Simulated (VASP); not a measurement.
Set up this calculation in VASP 6.6.1, as the native input.

| Property | Result |
| --- | --- |
| Task | relaxation of cell and atoms |
| Functional | PBE |
| Potentials or basis | VASP PAW PBE potentials, release 64 (Si, Sb, Te) |
| Cutoff | 600 eV |
| k mesh | 3 × 3 × 3 |
| Occupations | gaussian, width 0.1 eV |
| Spin | no spin polarisation |
| Dipole correction | no |
| Further INCAR settings | ALGO = Normal; EDIFF = 1e-07; IBRION = 2; EDIFFG = -0.04; NSW = 90; ISIF = 3 |

The structure of SiSbTe3 lies in POSCAR:

```
SiSbTe3
1.0
    3.4766374000      2.0072375400      3.5682692800
   -3.4766374000      2.0072375400      3.5682692800
    0.0000000000     -4.0144750800      3.5682692800
Si Sb Te
1 1 3
Direct
    0.2346738500      0.2346738500      0.2346738500
    0.4567627600      0.4567627600      0.4567627600
    0.4904888700      0.0161814400      0.4904888700
    0.4904888700      0.4904888700      0.0161814400
    0.0161814400      0.4904888700      0.4904888700
```

The input as run:

INCAR

```
SYSTEM = SiSbTe3
PREC = Accurate
ENCUT = 600
EDIFF = 1E-7
ISMEAR = 0
SIGMA = 0.1
LREAL = .False.
LASPH = .True.
NELM = 100
ALGO = Normal
ISIF = 3
LWAVE = .False.
LCHARG = .False.
GGA = PE
IBRION = 2
NSW = 90
EDIFFG = -0.04
```

KPOINTS

```
Automatic mesh
0
Gamma
  3 3 3
  0 0 0
```

Potentials or basis: VASP PAW PBE potentials, release 64 (Si, Sb, Te).

The run is started by

```bash
$ cat potpaw_PBE.64/Si/POTCAR potpaw_PBE.64/Sb/POTCAR potpaw_PBE.64/Te/POTCAR > POTCAR
$ mpirun -np 1 vasp_std > vasp.out
```

Results of the run:

```json
{"Relaxed volume": "43.39 Å³/atom", "Relaxed cell": "a = 6.160 Å, b = 6.160 Å, c = 6.160 Å, α = 76.48°, β = 76.48°, γ = 76.48°", "Space group after relaxing (to 0.05 Å)": "R3m (No. 160)", "Energy gained by relaxing": "2215.8 meV/atom", "Ionic steps": "32", "Pressure after relaxing": "-0.1 GPa", "Largest force after relaxing": "0.026 eV/Å"}
```

Caveat: the k points lie up to 0.36 Å⁻¹ apart in the final cell; the volume moved by over 15 % at a fixed basis, so the end points are rough.

It took 8.7 min on 1 thread of Intel(R) Xeon(R) Platinum 8559C (Emerald Rapids), with other jobs on the host, peak memory 0.35 GiB.
